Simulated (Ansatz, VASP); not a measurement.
Two plane-wave programs on Ir

Contents of INCAR:

```
PREC     = Accurate       # precision mode
ENCUT    = 520            # plane-wave cutoff, eV
EDIFF    = 1E-6           # SCF threshold, eV
ISMEAR   = 0              # smearing method
SIGMA    = 0.15           # smearing width, eV
LREAL    = False          # projectors in reciprocal space
LASPH    = True           # aspherical terms in the spheres
NELM     = 100            # most SCF steps
ALGO     = Fast           # electronic algorithm
ISIF     = 2              # what is computed and relaxed
LWAVE    = False          # write WAVECAR
LCHARG   = False          # write CHGCAR
GGA      = PS             # functional
NBANDS   = 16             # bands
```

File KPOINTS:

```
Automatic mesh
0
Gamma
  18 18 12
```

Contents of POSCAR:

```
Ir
1.0
    2.7513778946      0.0068784447      0.0000000000
   -1.3697320394      2.3793239297      0.0000000000
    0.0000000000      0.0000000000      4.4622900000
Ir
2
Direct
    0.6666666667      0.3333333333      0.7500000000
    0.3333333333      0.6666666667      0.2500000000
```

Input for Ansatz:

```yaml
crystal:
  lattice:
    - [2.7513778946, 0.0068784447, 0.0]
    - [-1.3697320394, 2.3793239297, 0.0]
    - [0.0, 0.0, 4.46229]
  atoms:
    - { symbol: Ir, position: [0.6666666667, 0.3333333333, 0.75] }
    - { symbol: Ir, position: [0.3333333333, 0.6666666667, 0.25] }
basis:
  ecutwfc: 420
kpoints:
  mp_grid: { grid: [18, 18, 12] }
hamiltonian:
  xc: pbesol
scf:
  occupations: { method: gaussian, width: 0.15 }
output:
  forces: true
  stress: true
  eigenvalues: true
```

Change from the starting cell: strain +0.0050 x Voigt [0, 0, 0, 0, 0, 1], atoms carried along.

Alike in both runs: task single point; functional PBEsol; k mesh 18 × 18 × 12; occupations gaussian, width 0.15 eV; no spin polarisation.

|  | VASP | Ansatz |
| --- | --- | --- |
| version | VASP 6.6.1 | Ansatz 0.2.0 |
| potentials or method | VASP PAW PBE potentials, release 64 (Ir), cutoff 520 eV | scalar-relativistic, plane waves, PAW |
| valence electrons in the cell | 18 | 34 |

Ansatz gave:

```
gap on the k mesh at the Fermi level (eV)                     : none
pressure (GPa)                                                : -12.5
traceless stress, the component that is largest in VASP (GPa) : -0.97
rms of the force components (eV/Å)                            : 0.003
```

Task: Estimate VASP's values.

Result: gap on the k mesh at the Fermi level (eV): none; pressure (GPa): -11.7; traceless stress, the component that is largest in VASP (GPa): -0.97; rms of the force components (eV/Å): 0.004.

VASP's potentials were made for PBE, not for PBEsol. Atom by atom the forces differ by 0.000 eV/Å (rms over components). A gap of «none» marks a metal or a gap that the smearing closes. With one functional, cell and mesh, what is left measures potentials, basis and numerics. VASP's potentials hold 18 valence electrons a cell and Ansatz's 34, so a difference there can come from the potentials and not from the codes.

Neither program's run includes spin-orbit coupling.
